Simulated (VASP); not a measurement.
Runs of VASP 6.6.1 on BAs. The cell holds a slab with vacuum, 8 atoms: a = 3.400 Å, b = 3.400 Å, c = 24.023 Å, α = 90.00°, β = 90.00°, γ = 120.00°. 

| level | smearing | gap on the mesh (eV) | largest force (eV/Å) |
| --- | --- | --- | --- |
| PBE | gaussian 0.05 eV | none | 2.18 |
| PBE | gaussian 0.5 eV | none | (a) |
| PBE | fermi-dirac 0.3 eV | - | 2.09 |
| r2SCAN | gaussian 0.05 eV | none | 2.28 |

Alike in all rows: task single point; potentials or basis VASP PAW PBE potentials, release 64 (As, B); no spin polarisation; cell as given; k mesh 9 × 9 × 1; cutoff (eV) 520.

**Question.** Estimate the missing entries.

**Answer.** (a) 2.16.

Caveats: the PAW data sets were made with another functional, which shifts forces and pressure a little (some runs).

A k mesh can miss the band edges, and the runs leave out spin-orbit coupling on As.

A gap of «none» marks levels without a gap at the run's occupations.
